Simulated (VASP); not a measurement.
# SiC (R3m) in VASP: a series of runs

SiC is run at these levels: PBE; tasks: single point.

Everything below comes from runs of VASP 6.6.1. Logs are shortened: lines on timing, memory, paths and dates and some standing lists are left out, and cuts for length are marked.

## 1. The cell of the first run

It takes space group R3m (No. 160, trigonal). Conventional cell: a = 3.245 Å, b = 3.245 Å, c = 7.574 Å, α = 90.00°, β = 90.00°, γ = 120.00°. Within 2.5 Å of Si (site symmetry 3m) lie 4 C at 1.89 to 1.98 Å. C (site symmetry 3m) has 4 Si at 1.89 to 1.98 Å within 2.5 Å.

## 2. Single point, PBE

Input file INCAR:

```
PREC     = Accurate       # precision mode
ENCUT    = 520            # plane-wave cutoff, eV
EDIFF    = 1E-7           # SCF threshold, eV
ISMEAR   = 0              # smearing method
SIGMA    = 0.05           # smearing width, eV
LREAL    = F              # projectors in reciprocal space
LASPH    = T              # aspherical terms in the spheres
NELM     = 60             # most SCF steps
ALGO     = Normal         # electronic algorithm
ISIF     = 2              # what is computed and relaxed
LWAVE    = F              # write WAVECAR
LCHARG   = F              # write CHGCAR
GGA      = PE             # functional
NBANDS   = 11             # bands
```

Input file KPOINTS:

```
Automatic mesh
0
Gamma
  12 12 12
```

Input file POSCAR:

```
SiC
1.0
    0.0000000000      2.2943560120      2.2943560120
    2.2943560120      0.0000000000      2.2943560120
    2.2224661903      2.2224661903      0.0718898217
Si C
1 1
Direct
    0.0000000000      0.0000000000      0.0000000000
    0.7500000000      0.7500000000      0.7500000000
```

Potentials or basis: VASP PAW PBE potentials, release 64 (Si, C).

On the command line:

```bash
$ cat potpaw_PBE.64/Si/POTCAR potpaw_PBE.64/C/POTCAR > POTCAR
$ mpirun -np 1 vasp_std > vasp.out
```

OUTCAR:

```text
PREC = Accurate
   ENCUT = 520
   EDIFF = 1E-7
   ISMEAR = 0
   LREAL = F
   LASPH = T
   NELM = 60
   ISIF = 2
   GGA = PE

 ion  position               nearest neighbor table
   1  0.000  0.000  0.000-   2 1.89   2 1.98   2 1.98   2 1.98
   2  0.750  0.750  0.750-   1 1.89   1 1.98   1 1.98   1 1.98

  LATTYP: Found a trigonal (rhomboedric) cell.
 ALAT       =     3.1438638775
 COS(alpha) =     0.4674086020

  Lattice vectors:

 A1 = (   2.2224661903,  -0.0718898217,  -2.2224661903)
 A2 = (  -0.0718898217,   2.2224661903,  -2.2224661903)
 A3 = (   2.2224661903,   2.2224661903,   0.0718898217)

Analysis of symmetry for initial positions (statically):
=====================================================================
 Subroutine PRICEL returns:
 Original cell was already a primitive cell.

 Routine SETGRP: Setting up the symmetry group for a
 trigonal (rhombohedral) supercell.

 Subroutine GETGRP returns: Found  6 space group operations
 (whereof  6 operations were pure point group operations)
 out of a pool of 12 trial point group operations.

The static configuration has the point symmetry C_3v.

Analysis of symmetry for dynamics (positions and initial velocities):
=====================================================================
 Subroutine PRICEL returns:
 Original cell was already a primitive cell.

 Routine SETGRP: Setting up the symmetry group for a
 trigonal (rhombohedral) supercell.

 Subroutine GETGRP returns: Found  6 space group operations
 (whereof  6 operations were pure point group operations)
 out of a pool of 12 trial point group operations.

The dynamic configuration has the point symmetry C_3v.

 Subroutine INISYM returns: Found  6 space group operations
 (whereof  6 operations are pure point group operations),
 and found     1 'primitive' translations

----------------------------------------------------------------------------------------

                                     Primitive cell

  volume of cell :      23.0200

  direct lattice vectors                    reciprocal lattice vectors
     0.000000000  2.294356012  2.294356012    -0.221508630  0.214343520  0.221508630
     2.294356012  0.000000000  2.294356012     0.214343520 -0.221508630  0.221508630
     2.222466190  2.222466190  0.071889822     0.228673741  0.228673741 -0.228673741

  length of vectors
     3.244709389  3.244709389  3.143863878     0.379572511  0.379572511  0.396074537

  position of ions in fractional coordinates (direct lattice)
     0.000000000  0.000000000  0.000000000
     0.750000000  0.750000000  0.750000000

  ion indices of the primitive-cell ions
   primitive index   ion index
                 1           1
                 2           2

----------------------------------------------------------------------------------------

 KPOINTS: Automatic mesh

Automatic generation of k-mesh.
 Grid dimensions read from file:
 generate k-points for:   12   12   12

 Generating k-lattice:

  Cartesian coordinates                     Fractional coordinates (reciprocal lattice)
    -0.018459053  0.017861960  0.018459053     0.083333333  0.000000000  0.000000000
     0.017861960 -0.018459053  0.018459053     0.000000000  0.083333333  0.000000000
     0.019056145  0.019056145 -0.019056145     0.000000000  0.000000000  0.083333333

  Length of vectors
     0.031631043  0.031631043  0.033006211

  Shift w.r.t. Gamma in fractional coordinates (k-lattice)
     0.000000000  0.000000000  0.000000000

 Subroutine IBZKPT returns following result:
 ===========================================

 Found    189 irreducible k-points:

 Following reciprocal coordinates:
            Coordinates               Weight
  0.000000  0.000000  0.000000      1.000000
  0.083333  0.000000 -0.000000      6.000000
  0.166667  0.000000  0.000000      6.000000
  0.250000  0.000000 -0.000000      6.000000
  0.333333  0.000000  0.000000      6.000000
  0.416667  0.000000  0.000000      6.000000
[... 16 lines left out ...]
  0.500000  0.166667  0.000000     12.000000
 -0.416667  0.166667 -0.000000     12.000000
 [... further k-points ...]
   k-points           NKPTS =    189   k-points in BZ     NKDIM =    189   number of bands    NBANDS=     11
   number of dos      NEDOS =    301   number of ions     NIONS =      2
   total plane-waves  NPLWV =  13824
   dimension x,y,z NGX =    24 NGY =   24 NGZ =   24
   dimension x,y,z NGXF=    48 NGYF=   48 NGZF=   48
   ions per type =               1   1
   NGX,Y,Z   is equivalent  to a cutoff of  12.30, 12.30, 12.69 a.u.
   NGXF,Y,Z  is equivalent  to a cutoff of  24.59, 24.59, 25.38 a.u.
 SYSTEM =  unknown system
   PREC   = accura    normal or accurate (medium, high low for compatibility)
   ISTART =      0    job   : 0-new  1-cont  2-samecut
   ICHARG =      2    charge: 1-file 2-atom 10-const
   ISPIN  =      1    spin polarized calculation?
   LNONCOLLINEAR =      F non collinear calculations
   LSORBIT =      F    spin-orbit coupling
   LASPH  =      T    aspherical Exc in radial PAW
   ENCUT  =  520.0 eV  38.22 Ry    6.18 a.u.   6.03  6.03  5.85*2*pi/ulx,y,z
   NELM   =     60;   NELMIN=  2; NELMDL= -5     # of ELM steps
   EDIFF  = 0.1E-06   stopping-criterion for ELM
   LREAL  =      F    real-space projection
   EDIFFG = 0.1E-05   stopping-criterion for IOM
   NSW    =      0    number of steps for IOM
   IBRION =     -1    ionic relax: 0-MD 1-quasi-New 2-CG
   NFREE  =      0    steps in history (QN), initial steepest desc. (CG)
   ISIF   =      2    stress and relaxation
   ISYM   =      2    0-nonsym 1-usesym 2-fastsym
   POTIM  = 0.5000    time-step for ionic-motion
   TEBEG  =    0.0;   TEEND  =   0.0 temperature during run
   PSTRESS=    0.0 pullay stress
   NELECT =       8.0000    total number of electrons
   NUPDOWN=      -1.0000    fix difference up-down
   EMIN   =  10.00;   EMAX   =-10.00  energy-range for DOS
   EFERMI =   0.00;   METHOD = LEGACY
   ISMEAR =     0;   SIGMA  =   0.05  broadening in eV -4-tet -1-fermi 0-gaus
   EFERMI_NEDOS =   21; number of points for ismear=-14 and -15
   IALGO  =     38    algorithm
   IMIX   =      4    mixing-type and parameters
     AMIX     =   0.40;   BMIX     =  1.00
     AMIX_MAG =   1.60;   BMIX_MAG =  1.00
  volume/ion in A,a.u.               =      11.51        77.67
  Fermi-wavevector in a.u.,A,eV,Ry     =   1.150985  2.175047 18.024547  1.324767
  Thomas-Fermi vector in A             =   2.287646
   LORBIT       =      0    0 simple, 1 ext, 2 COOP (PROOUT), +10 PAW based schemes
   GGA     = PE    functional components
   LHFCALC =     F    Hartree Fock is set to
   AEXX    =    0.0000 exact exchange contribution
   IVDW    =     0    specifies the selected vdW correction
   LEPSILON=     F    determine dielectric tensor
   LRPA    =     F    only Hartree local field effects (RPA)
 non-spin polarized calculation
 Gauss-broadening in eV      SIGMA  =   0.05
  energy-cutoff  :      520.00
  volume of cell :       23.02
 maximum number of plane-waves:       631
   NGX = 13   NGY = 13   NGZ = 11

 number of electron       7.9999999 magnetization

 Free energy of the ion-electron system (eV)
  ---------------------------------------------------
  ext. energy  EPLUGINS =         0.00000000
  ---------------------------------------------------
  free energy    TOTEN  =       -14.90414826 eV

  energy without entropy =      -14.90414826  energy(sigma->0) =      -14.90414826

 E-fermi :   7.2787     XC(G=0): -10.8956

 val. band max:        7.0672253609   @ k =   0.0000   0.0000   0.0000
 cond. band min:       8.3619717642   @ k =   0.5000   0.5000   0.0000
 fundamental gap:      1.2947464033
 Fermi energy:         7.2787339535

 k-point     1 :       0.0000    0.0000    0.0000
  band No.  band energies     occupation
      1      -7.6447      2.00000
      2       6.8896      2.00000
      3       6.8896      2.00000
      4       7.0672      2.00000
      5      11.6926      0.00000
      6      13.2374      0.00000
      7      13.2374      0.00000
      8      14.5209      0.00000
      9      20.8801      0.00000
     10      20.8801      0.00000
     11      21.8622      0.00000

 k-point     2 :       0.0833    0.0000   -0.0000
  band No.  band energies     occupation
      1      -7.5233      2.00000
      2       6.1487      2.00000
      3       6.8101      2.00000
      4       6.9622      2.00000
      5      12.0784      0.00000
      6      13.3932      0.00000
      7      13.3958      0.00000
      8      14.6013      0.00000
      9      20.1478      0.00000
     10      20.3397      0.00000
     11      22.2525      0.00000

 k-point     3 :       0.1667    0.0000    0.0000
  band No.  band energies     occupation
      1      -7.1634      2.00000
      2       4.5427      2.00000
      3       6.6138      2.00000
      4       6.7330      2.00000
      5      12.3022      0.00000
      6      13.7363      0.00000
      7      14.0368      0.00000
      8      14.9032      0.00000
      9      19.3291      0.00000
     10      19.7779      0.00000
     11      21.8828      0.00000

 k-point     4 :       0.2500    0.0000   -0.0000
  band No.  band energies     occupation
      1      -6.5810      2.00000
      2       2.7385      2.00000
      3       6.3841      2.00000
      4       6.4630      2.00000
      5      12.1045      0.00000
      6      13.9357      0.00000
      7      14.5443      0.00000
      8      15.4844      0.00000
      9      19.2597      0.00000
     10      19.9649      0.00000
     11      21.3429      0.00000
[... 239 lines left out ...]
 k-point    22 :       0.4167    0.1667    0.0000
  band No.  band energies     occupation
      1      -5.1106      2.00000
      2       0.7012      2.00000
      3       4.7764      2.00000
      4       5.3860      2.00000
      5      11.6111      0.00000
      6      13.9535      0.00000
      7      15.3155      0.00000
      8      15.8217      0.00000
      9      19.5034      0.00000
     10      23.2302      0.00000
     11      23.8990      0.00000

 k-point    23 :       0.5000    0.1667    0.0000
  band No.  band energies     occupation
      1      -4.3884      2.00000
      2      -0.4242      2.00000
      3       4.3486      2.00000
      4       5.4432      2.00000
      5      11.6815      0.00000
      6      13.9687      0.00000
      7      15.4643      0.00000
      8      16.3668      0.00000
      9      19.9268      0.00000
     10      23.2794      0.00000
     11      24.0334      0.00000

 k-point    24 :      -0.4167    0.1667   -0.0000
  band No.  band energies     occupation
      1      -4.2796      2.00000
      2      -0.5717      2.00000
      3       4.0418      2.00000
      4       5.6403      2.00000
      5      11.9358      0.00000
      6      13.9207      0.00000
      7      15.2441      0.00000
      8      17.0220      0.00000
      9      20.3304      0.00000
     10      21.8030      0.00000
     11      23.8974      0.00000

 [... further k-points ...]
[... 5 lines left out ...]
  --------------------------------------------------------------------------------------
  -------------------------------------------------------------------------------------
  Total       -2.2510064     -2.2510064     -2.2510064      0.9789794     -0.9789794     -0.9789794
  in kB     -156.6686113   -156.6686113   -156.6686113     68.1363416    -68.1363416    -68.1363416
  external PRESSURE =    -156.6686113 kB  Pullay stress =       0.0000000 kB

 VOLUME and BASIS-vectors are now :
 -----------------------------------------------------------------------------
  energy-cutoff  :      520.00
  volume of cell :       23.02
      direct lattice vectors                 reciprocal lattice vectors
     0.000000000  2.294356012  2.294356012    -0.221508630  0.214343520  0.221508630
     2.294356012  0.000000000  2.294356012     0.214343520 -0.221508630  0.221508630
     2.222466190  2.222466190  0.071889822     0.228673741  0.228673741 -0.228673741

 POSITION                                       TOTAL-FORCE (eV/Angst)
 -----------------------------------------------------------------------------------
      0.00000      0.00000      0.00000        -0.164865     -0.164865      0.164865
      3.38762      3.38762      3.49545         0.164865      0.164865     -0.164865
 -----------------------------------------------------------------------------------
    total drift:                                0.000006      0.000006     -0.000006

  FREE ENERGIE OF THE ION-ELECTRON SYSTEM (eV)
  ---------------------------------------------------
  free  energy   TOTEN  =       -14.9041482574 eV

  energy  without entropy=      -14.9041482574  energy(sigma->0) =      -14.90414826
```

Wall time 15 s (1 thread of Intel Xeon Platinum 8559C (Emerald Rapids), shared host); peak memory 0.16 GiB.

What came out:

```
Free energy            : -14.9041 eV
Pressure               : -15.7 GPa
Largest force          : 0.286 eV/Å
Band gap on the k mesh : 1.29 eV, indirect (least direct gap 4.15 eV)
```

Forces on the atoms (eV/Å):
```
Si  -0.165 -0.165  0.165
C    0.165  0.165 -0.165
```

Levels at points of the mesh, in eV from the valence-band top:
```tsv
k point	band 1	band 2	band 3	band 4	band 5	band 6	band 7	band 8	band 9
(0.00, 0.00, 0.00)	-14.71	-0.18	-0.18	0.00	4.63	6.17	6.17	7.45	13.81
(0.50, 0.00, 0.00)	-11.64	-8.10	-1.05	-1.05	4.55	6.49	7.16	9.42	14.78
(0.50, 0.50, 0.00)	-10.19	-7.58	-3.31	-2.85	1.29	3.91	12.41	12.69	13.57
(0.00, 0.00, 0.50)	-11.17	-8.03	-1.38	-1.38	3.76	6.35	6.35	9.17	14.93
```

A k mesh can miss the band edges. A hybrid or GW would open this gap; PBE tends to underestimate it.

## 3. Single point, PBE

This run uses another cell than the first one, of the same volume but with other edges.

Input file INCAR:

```
SYSTEM = SiC
PREC = Accurate
ENCUT = 520
EDIFF = 1E-6
ISMEAR = 0
SIGMA = 0.05
LREAL = .FALSE.
LASPH = .TRUE.
NELM = 100
ALGO = Normal
ISIF = 2
LWAVE = .FALSE.
LCHARG = .FALSE.
GGA = PE
NBANDS = 11
```

Input file KPOINTS:

```
regular mesh
0
G
  12 12 12
  0 0 0
```

Input file POSCAR:

```
SiC
1.0
    0.0000000000      2.2219036220      2.2219036220
    2.2219036220      0.0000000000      2.2219036220
    2.2949301877      2.2949301877     -0.0730265657
Si C
1 1
Direct
    0.0000000000      0.0000000000      0.0000000000
    0.7500000000      0.7500000000      0.7500000000
```

Potentials or basis: VASP PAW PBE potentials, release 64 (Si, C).

On the command line:

```bash
$ cat potpaw_PBE.64/Si/POTCAR potpaw_PBE.64/C/POTCAR > POTCAR
$ mpirun -np 1 vasp_std > vasp.out
```

OUTCAR:

```text
SYSTEM = SiC
   PREC = Accurate
   ENCUT = 520
   EDIFF = 1E-6
   ISMEAR = 0
   LREAL = .FALSE.
   LASPH = .TRUE.
   NELM = 100
   ISIF = 2
   GGA = PE

 ion  position               nearest neighbor table
   1  0.000  0.000  0.000-   2 1.93   2 1.93   2 1.93   2 2.02
   2  0.750  0.750  0.750-   1 1.93   1 1.93   1 1.93   1 2.02

  LATTYP: Found a trigonal (rhomboedric) cell.
 ALAT       =     3.2463428673
 COS(alpha) =     0.5315517070

  Lattice vectors:

 A1 = (   2.2949301877,   0.0730265657,  -2.2949301877)
 A2 = (   0.0730265657,   2.2949301877,  -2.2949301877)
 A3 = (   2.2949301877,   2.2949301877,  -0.0730265657)

Analysis of symmetry for initial positions (statically):
=====================================================================
 Subroutine PRICEL returns:
 Original cell was already a primitive cell.

 Routine SETGRP: Setting up the symmetry group for a
 trigonal (rhombohedral) supercell.

 Subroutine GETGRP returns: Found  6 space group operations
 (whereof  6 operations were pure point group operations)
 out of a pool of 12 trial point group operations.

The static configuration has the point symmetry C_3v.

Analysis of symmetry for dynamics (positions and initial velocities):
[... 163 lines left out ...]
 fundamental gap:      1.3316793579
 Fermi energy:         7.2602736556

 k-point     1 :       0.0000    0.0000    0.0000
  band No.  band energies     occupation
      1      -7.6453      2.00000
      2       6.7856      2.00000
      3       7.0322      2.00000
      4       7.0322      2.00000
      5      11.4864      0.00000
      6      13.4010      0.00000
      7      13.9005      0.00000
      8      13.9005      0.00000
      9      20.8790      0.00000
     10      20.8790      0.00000
     11      21.8563      0.00000
[... 309 lines left out ...]
 k-point    24 :      -0.4167    0.1667   -0.0000
  band No.  band energies     occupation
      1      -4.0305      2.00000
      2      -0.5629      2.00000
      3       3.9717      2.00000
      4       5.4060      2.00000
      5      11.4871      0.00000
      6      13.6843      0.00000
      7      14.8209      0.00000
      8      17.2443      0.00000
      9      20.7630      0.00000
     10      21.4748      0.00000
     11      24.1362      0.00000

 [... further k-points ...]
[... 5 lines left out ...]
  --------------------------------------------------------------------------------------
  -------------------------------------------------------------------------------------
  Total       -2.2554884     -2.2554884     -2.2554884     -0.9129055      0.9129055      0.9129055
  in kB     -156.9805571   -156.9805571   -156.9805571    -63.5376405     63.5376405     63.5376405
  external PRESSURE =    -156.9805571 kB  Pullay stress =       0.0000000 kB

 VOLUME and BASIS-vectors are now :
 -----------------------------------------------------------------------------
  energy-cutoff  :      520.00
  volume of cell :       23.02
      direct lattice vectors                 reciprocal lattice vectors
     0.000000000  2.221903622  2.221903622    -0.221507980  0.228556546  0.221507980
     2.221903622  0.000000000  2.221903622     0.228556546 -0.221507980  0.221507980
     2.294930188  2.294930188 -0.073026566     0.214459414  0.214459414 -0.214459414

 POSITION                                       TOTAL-FORCE (eV/Angst)
 -----------------------------------------------------------------------------------
      0.00000      0.00000      0.00000         0.051805      0.051805     -0.051805
      3.38763      3.38763      3.27809        -0.051805     -0.051805      0.051805
 -----------------------------------------------------------------------------------
    total drift:                               -0.000032     -0.000032      0.000032

  FREE ENERGIE OF THE ION-ELECTRON SYSTEM (eV)
  ---------------------------------------------------
  free  energy   TOTEN  =       -14.9062861779 eV

  energy  without entropy=      -14.9062861779  energy(sigma->0) =      -14.90628618
```

Wall time 13 s (1 thread of Intel Xeon Platinum 8559C (Emerald Rapids), shared host); peak memory 0.16 GiB.

Results:

```
Free energy            : -14.9063 eV
Pressure               : -15.7 GPa
Largest force          : 0.090 eV/Å
Band gap on the k mesh : 1.33 eV, indirect (least direct gap 4.17 eV)
```

Forces in eV/Å, atoms in the order of the input:
```
Si   0.052  0.052 -0.052
C   -0.052 -0.052  0.052
```

Levels at points of the mesh, in eV from the valence-band top:
```csv
k point,band 1,band 2,band 3,band 4,band 5,band 6,band 7,band 8
"(0.00, 0.00, 0.00)",-14.68,-0.25,0.00,0.00,4.45,6.37,6.87,6.87
"(0.50, 0.00, 0.00)",-11.37,-8.04,-1.19,-1.16,4.16,6.33,6.94,9.34
"(0.50, 0.50, 0.00)",-10.15,-7.55,-3.26,-2.84,1.33,3.94,12.46,12.67
"(0.00, 0.00, 0.50)",-11.84,-8.09,-0.86,-0.86,5.06,7.07,7.07,9.50
```

A k mesh can miss the band edges. Expect the measured gap to be larger: semilocal functionals such as PBE lack the derivative discontinuity.
